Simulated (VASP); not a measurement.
# Al: single point with PBEsol

Crystal: Al.

```
Al
1.0
    -1.59122    1.59719    1.59719
     1.59122   -1.58525    1.58525
     1.59122    1.58525   -1.58525
Al
1
Direct
  0.00000 0.00000 0.00000
```

This cell differs from its parent crystal: strain +0.0075 x Voigt [0, 0, 0, 1, 0, 0].

```yaml
Program: VASP 6.6.1
Task: single point
Functional: PBEsol
Potentials_or_basis: VASP PAW PBE potentials, release 64 (Al)
Cutoff: 520 eV
k_mesh: 20 × 20 × 20
Occupations: gaussian, width 0.15 eV
Spin: no spin polarisation
```

| Property | Result |
| --- | --- |
| Pressure | 2.3 GPa |
| Band gap on the k mesh | zero (an odd number of electrons rules out a gap without spin polarisation) |

Stress tensor (GPa, compression positive):
```
 2.26  0.00  0.00
 0.00  2.28 -0.31
 0.00 -0.31  2.28
```

Levels at points of the mesh, in eV from the Fermi level:
| k point | band 1 | band 2 | band 3 | band 4 |
| --- | --- | --- | --- | --- |
| (0.00, 0.00, 0.00) | -11.30 | 13.33 | 13.37 | 13.43 |
| (0.50, 0.00, 0.00) | -4.45 | -3.96 | 8.32 | 8.40 |
| (0.00, 0.50, 0.00) | -4.41 | -3.89 | 8.30 | 8.32 |
| (0.00, 0.50, 0.50) | -4.38 | -3.82 | 8.25 | 8.29 |
| (0.50, 0.50, 0.50) | 1.86 | 1.90 | 1.94 | 2.93 |

Run time: 110 s on 1 thread of Intel(R) Xeon(R) Platinum 8259CL CPU @ 2.50GHz (Skylake/Cascade Lake), on a shared host, peak memory 0.23 GiB.

Caveat: the cell differs from its parent crystal (strain +0.0075 x Voigt [0, 0, 0, 1, 0, 0]); the PAW data sets were made with another functional, which shifts forces and pressure a little.
